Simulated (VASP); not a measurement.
# W (I4/mmm) in VASP: further runs, part 2 of 2

VASP 6.6.1. The steps go on from the part before.

## 3. Single point, PBEsol (biaxial strain in the a-b plane: -3.0 %, then relaxed in part)

Input file INCAR:

```
PREC = Accurate
ENCUT = 520
EDIFF = 1E-6
ISMEAR = 0
SIGMA = 0.1
LREAL = False
LASPH = True
NELM = 60
ALGO = Fast
ISIF = 2
LWAVE = False
LCHARG = False
GGA = PS
NBANDS = 21
```

Input file KPOINTS:

```
regular mesh
0
Gamma
  16 16 16
```

Input file POSCAR:

```
W
1.0
    3.0596981360      0.0000000000      0.0000000000
    0.0000000000      3.0596981360      0.0000000000
    0.0000000000      0.0000000000      3.2369440730
W
2
Direct
    0.0000000000      0.0000000000      0.0000000000
    0.5000000000      0.5000000000      0.5000000000
```

Potentials or basis: VASP PAW PBE potentials, release 64 (W_sv).

Started as:

```sh
$ cat potpaw_PBE.64/W_sv/POTCAR > POTCAR
$ mpirun -np 1 vasp_std > vasp.out
```

OUTCAR:

```text
PREC = Accurate
   ENCUT = 520
   EDIFF = 1E-6
   ISMEAR = 0
   LREAL = False
   LASPH = True
   NELM = 60
   ISIF = 2
   GGA = PS

 ion  position               nearest neighbor table
   1  0.000  0.000  0.000-   2 2.70   2 2.70   2 2.70   2 2.70   2 2.70   2 2.70   2 2.70   2 2.70

   2  0.500  0.500  0.500-   1 2.70   1 2.70   1 2.70   1 2.70   1 2.70   1 2.70   1 2.70   1 2.70

  LATTYP: Found a simple tetragonal cell.
 ALAT       =     3.0596981360
 C/A-ratio  =     1.0579292234

  Lattice vectors:

[... 211 lines left out ...]
      3     -26.7919      2.00000
      4     -26.6105      2.00000
      5     -26.6105      2.00000
      6     -25.6439      2.00000
[... 565 lines left out ...]
     20      16.2353      0.00000
     21      26.1679      0.00000

 [... further k-points ...]
[... 5 lines left out ...]
  --------------------------------------------------------------------------------------
  -------------------------------------------------------------------------------------
  Total        3.7592363      3.7592363      0.1738474      0.0000000      0.0000000      0.0000000
  in kB      198.7549038    198.7549038      9.1915024      0.0000000      0.0000000      0.0000000
  external PRESSURE =     135.5671033 kB  Pullay stress =       0.0000000 kB

 VOLUME and BASIS-vectors are now :
 -----------------------------------------------------------------------------
  energy-cutoff  :      520.00
  volume of cell :       30.30
      direct lattice vectors                 reciprocal lattice vectors
     3.059698136  0.000000000  0.000000000     0.326829627  0.000000000  0.000000000
     0.000000000  3.059698136  0.000000000     0.000000000  0.326829627  0.000000000
     0.000000000  0.000000000  3.236944073     0.000000000  0.000000000  0.308933357

 POSITION                                       TOTAL-FORCE (eV/Angst)
 -----------------------------------------------------------------------------------
      0.00000      0.00000      0.00000         0.000000     -0.000000     -0.000000
      1.52985      1.52985      1.61847        -0.000000      0.000000      0.000000
 -----------------------------------------------------------------------------------
    total drift:                                0.000000      0.000000     -0.000000

  FREE ENERGIE OF THE ION-ELECTRON SYSTEM (eV)
  ---------------------------------------------------
  free  energy   TOTEN  =       -27.4973483077 eV

  energy  without entropy=      -27.4923517227  energy(sigma->0) =      -27.49485002
```

stdout:

```text
POSCAR found type information on POSCAR W
 POSCAR found :  1 types and       2 ions
 scaLAPACK will be used
 -----------------------------------------------------------------------------
|                                                                             |
|                                                                             |
|     You enforced a specific xc type in the INCAR file but a different       |
|     I HOPE YOU KNOW WHAT YOU ARE DOING!                                     |
|                                                                             |
 -----------------------------------------------------------------------------

 LDA part: xc-table for (Slater+PW92), standard interpolation
 POSCAR, INCAR and KPOINTS ok, starting setup
 FFT: planning ... GRIDC
 FFT: planning ... GRID_SOFT
 FFT: planning ... GRID
 WAVECAR not read
 entering main loop
```

It took 81 s on 1 thread of Intel Xeon Platinum 8375C at 2.90GHz (Ice Lake), shared host; peak memory 0.3 GiB.

What came out:

```yaml
Free_energy: -27.4973 eV
Pressure: 13.6 GPa
Band_gap_on_the_k_mesh: zero (band 14 reaches 13.13 eV, above the bottom of band 15 at 11.18 eV)
```

Stress tensor (GPa, compression positive):
```
19.88  0.00  0.00
 0.00 19.88  0.00
 0.00  0.00  0.92
```

Levels at points of the mesh, in eV from the Fermi level:
| k point | band 11 | band 12 | band 13 | band 14 | band 15 | band 16 | band 17 | band 18 |
| --- | --- | --- | --- | --- | --- | --- | --- | --- |
| (0.00, 0.00, 0.00) | -6.16 | -1.56 | -1.56 | -0.80 | 1.76 | 2.79 | 5.32 | 5.58 |
| (0.50, 0.00, 0.00) | -3.02 | -3.02 | -1.02 | -1.02 | -0.46 | -0.46 | 1.30 | 1.30 |
| (0.50, 0.50, 0.00) | -4.33 | -4.33 | 1.16 | 1.16 | 2.94 | 2.94 | 3.65 | 3.65 |
| (0.00, 0.00, 0.50) | -3.24 | -3.24 | -0.28 | -0.28 | -0.28 | -0.28 | 1.68 | 1.68 |
| (0.50, 0.00, 0.50) | -3.54 | -3.54 | 0.70 | 0.70 | 1.67 | 1.67 | 3.34 | 3.34 |
| (0.50, 0.50, 0.50) | -2.98 | -2.98 | -2.98 | -2.98 | 3.06 | 3.06 | 3.78 | 3.78 |

Caveat: the cell differs from its parent crystal (biaxial strain in the a-b plane: -3.0 %, then relaxed in part); the PAW data sets were made with another functional, which shifts forces and pressure a little; spin-orbit coupling is left out, which moves the levels of the heavy elements.

## 4. Single point, PBEsol (biaxial strain in the a-b plane: -2.0 %)

Input file INCAR:

```
SYSTEM = W
PREC = Accurate
ENCUT = 520
EDIFF = 1E-6
ISMEAR = 0
SIGMA = 0.1
LREAL = .False.
LASPH = .True.
NELM = 100
ALGO = Fast
ISIF = 2
LWAVE = .False.
LCHARG = .False.
GGA = PS
NBANDS = 21
```

Input file KPOINTS:

```
regular mesh
0
Gamma
  16 16 16
  0 0 0
```

Input file POSCAR:

```
W
1.0
    3.0912414158      0.0000000000      0.0000000000
    0.0000000000      3.0912414158      0.0000000000
    0.0000000000      0.0000000000      3.1921799110
W
2
Direct
    0.0000000000      0.0000000000      0.0000000000
    0.5000000000      0.5000000000      0.5000000000
```

Potentials or basis: VASP PAW PBE potentials, release 64 (W_sv).

Started as:

```sh
$ cat potpaw_PBE.64/W_sv/POTCAR > POTCAR
$ mpirun -np 1 vasp_std > vasp.out
```

OUTCAR:

```text
SYSTEM = W
   PREC = Accurate
   ENCUT = 520
   EDIFF = 1E-6
   ISMEAR = 0
   LREAL = .False.
   LASPH = .True.
   NELM = 100
   ISIF = 2
   GGA = PS

 ion  position               nearest neighbor table
   1  0.000  0.000  0.000-   2 2.71   2 2.71   2 2.71   2 2.71   2 2.71   2 2.71   2 2.71   2 2.71

   2  0.500  0.500  0.500-   1 2.71   1 2.71   1 2.71   1 2.71   1 2.71   1 2.71   1 2.71   1 2.71

  LATTYP: Found a simple tetragonal cell.
 ALAT       =     3.0912414158
 C/A-ratio  =     1.0326530612

  Lattice vectors:

 A1 = (   3.0912414158,   0.0000000000,   0.0000000000)
 A2 = (   0.0000000000,   3.0912414158,   0.0000000000)
 A3 = (   0.0000000000,   0.0000000000,   3.1921799110)

Analysis of symmetry for initial positions (statically):
=====================================================================
 Subroutine PRICEL returns following result:

  LATTYP: Found a body centered tetragonal cell.
 ALAT       =     3.0912414158
 C/A-ratio  =     1.0326530612

[... 174 lines left out ...]
 maximum number of plane-waves:       852
 NGX is ok and might be reduce to    24
   NGX = 11   NGY = 11   NGZ = 11

 number of electron      28.0000000 magnetization

 Free energy of the ion-electron system (eV)
  ---------------------------------------------------
  ext. energy  EPLUGINS =         0.00000000
  ---------------------------------------------------
  free energy    TOTEN  =       -27.55760106 eV

  energy without entropy =      -27.55216310  energy(sigma->0) =      -27.55488208

 E-fermi :  11.8794     XC(G=0): -13.9806

 val. band max:       11.8787621513   @ k =   0.0000   0.0000   0.2500
 cond. band min:      11.8816800023   @ k =   0.4375   0.0625   0.0000
 fundamental gap:      0.0029178509
 Fermi energy:        11.8794404407

 k-point     1 :       0.0000    0.0000    0.0000
  band No.  band energies     occupation
      1     -62.2561      2.00000
      2     -61.9791      2.00000
      3     -26.8407      2.00000
      4     -26.7384      2.00000
      5     -26.7384      2.00000
      6     -25.7589      2.00000
[... 565 lines left out ...]
     20      15.8959      0.00000
     21      26.0128      0.00000

 [... further k-points ...]
[... 5 lines left out ...]
  --------------------------------------------------------------------------------------
  -------------------------------------------------------------------------------------
  Total        2.7002512      2.7002512      0.7109873      0.0000000      0.0000000     -0.0000000
  in kB      141.8278579    141.8278579     37.3438629      0.0000000      0.0000000     -0.0000000
  external PRESSURE =     106.9998596 kB  Pullay stress =       0.0000000 kB

 VOLUME and BASIS-vectors are now :
 -----------------------------------------------------------------------------
  energy-cutoff  :      520.00
  volume of cell :       30.50
      direct lattice vectors                 reciprocal lattice vectors
     3.091241416  0.000000000  0.000000000     0.323494631  0.000000000  0.000000000
     0.000000000  3.091241416  0.000000000     0.000000000  0.323494631  0.000000000
     0.000000000  0.000000000  3.192179911     0.000000000  0.000000000  0.313265551

 POSITION                                       TOTAL-FORCE (eV/Angst)
 -----------------------------------------------------------------------------------
      0.00000      0.00000      0.00000         0.000000     -0.000000      0.000000
      1.54562      1.54562      1.59609        -0.000000      0.000000     -0.000000
 -----------------------------------------------------------------------------------
    total drift:                                0.000000      0.000000     -0.000000

  FREE ENERGIE OF THE ION-ELECTRON SYSTEM (eV)
  ---------------------------------------------------
  free  energy   TOTEN  =       -27.5576010562 eV

  energy  without entropy=      -27.5521630960  energy(sigma->0) =      -27.55488208
```

Wall time 88 s (1 thread of Intel Xeon Platinum 8375C at 2.90GHz (Ice Lake), shared host); peak memory 0.3 GiB.

What came out:

```yaml
Free_energy: -27.5576 eV
Pressure: 10.7 GPa
Band_gap_on_the_k_mesh: zero (band 14 reaches 12.86 eV, above the bottom of band 15 at 11.21 eV)
```

Stress tensor (GPa, compression positive):
```
14.18  0.00  0.00
 0.00 14.18  0.00
 0.00  0.00  3.73
```

Caveat: the cell differs from its parent crystal (biaxial strain in the a-b plane: -2.0 %); the PAW data sets were made with another functional, which shifts forces and pressure a little; spin-orbit coupling is left out, which moves the levels of the heavy elements.

## 5. Single point, PBEsol (biaxial strain in the a-b plane: -2.0 %, then relaxed in part)

Input file INCAR:

```
PREC = Accurate ; ENCUT = 520
EDIFF = 1E-7 ; ISMEAR = 0
SIGMA = 0.1 ; LREAL = False
LASPH = True ; NELM = 100
ALGO = Fast ; ISIF = 2
LWAVE = False ; LCHARG = False
GGA = PS ; NBANDS = 21
```

Input file KPOINTS:

```
regular mesh
0
Gamma
  16 16 16
```

Changes to POSCAR since step 4:

```diff
@@ -4,3 +4,3 @@
     0.0000000000      3.0912414158      0.0000000000
-    0.0000000000      0.0000000000      3.1921799110
+    0.0000000000      0.0000000000      3.2084787197
 W
```

Started as:

```sh
$ cat potpaw_PBE.64/W_sv/POTCAR > POTCAR
$ mpirun -np 1 vasp_std > vasp.out
```

It took 2 min on 1 thread of Intel Xeon Platinum 8375C at 2.90GHz (Ice Lake), shared host; peak memory 0.31 GiB.

It converged, with:

```
Free energy            : -27.5599 eV
Pressure               : 8.8 GPa
Band gap on the k mesh : zero (band 14 reaches 12.79 eV, above the bottom of band 15 at 11.11 eV)
```

Stress tensor (GPa, compression positive):
```
12.86  0.00  0.00
 0.00 12.86  0.00
 0.00  0.00  0.79
```

Levels at points of the mesh, in eV from the Fermi level:
| k point | band 10 | band 11 | band 12 | band 13 | band 14 | band 15 | band 16 | band 17 | band 18 | band 19 |
| --- | --- | --- | --- | --- | --- | --- | --- | --- | --- | --- |
| (0.00, 0.00, 0.00) | -6.22 | -6.11 | -1.48 | -1.48 | -0.98 | 1.92 | 2.60 | 5.28 | 5.45 | 5.45 |
| (0.50, 0.00, 0.00) | -5.24 | -2.99 | -2.99 | -0.88 | -0.88 | -0.51 | -0.51 | 1.30 | 1.30 | 3.93 |
| (0.50, 0.50, 0.00) | -6.55 | -4.11 | -4.11 | 0.99 | 0.99 | 2.65 | 2.65 | 3.46 | 3.46 | 6.51 |
| (0.00, 0.00, 0.50) | -5.50 | -3.14 | -3.14 | -0.39 | -0.39 | -0.39 | -0.39 | 1.55 | 1.55 | 3.01 |
| (0.50, 0.00, 0.50) | -6.55 | -3.59 | -3.59 | 0.69 | 0.69 | 1.86 | 1.86 | 3.22 | 3.22 | 6.38 |
| (0.50, 0.50, 0.50) | -3.25 | -3.00 | -3.00 | -3.00 | -3.00 | 3.15 | 3.15 | 3.60 | 3.60 | 6.96 |

Caveat: the cell differs from its parent crystal (biaxial strain in the a-b plane: -2.0 %, then relaxed in part); the PAW data sets were made with another functional, which shifts forces and pressure a little; spin-orbit coupling is left out, which moves the levels of the heavy elements.

## 6. Summary

| cell | further INCAR settings | gap on the mesh (eV) | pressure (GPa) |
| --- | --- | --- | --- |
| a = 3.060, b = 3.060, c = 3.211 Å, 2 atoms | ALGO = Fast; EDIFF = 1e-06; NBANDS = 21 | none | 16.5 |
| a = 3.060, b = 3.060, c = 3.237 Å, 2 atoms | ALGO = Fast; EDIFF = 1e-06; NBANDS = 21 | none | 13.6 |
| a = 3.091, b = 3.091, c = 3.192 Å, 2 atoms | ALGO = Fast; EDIFF = 1e-06; NBANDS = 21 | none | 10.7 |
| a = 3.091, b = 3.091, c = 3.208 Å, 2 atoms | ALGO = Fast; EDIFF = 1e-07; NBANDS = 21 | none | 8.8 |

Alike in all rows: task single point; level PBEsol; potentials or basis VASP PAW PBE potentials, release 64 (W_sv); no spin polarisation; k mesh 16 × 16 × 16; cutoff (eV) 520; smearing gaussian 0.1 eV.

Caveats: the PAW data sets were made with another functional, which shifts forces and pressure a little; spin-orbit coupling is left out, which moves the levels of the heavy elements.

Absolute energies hang on the potentials; compare differences alone.
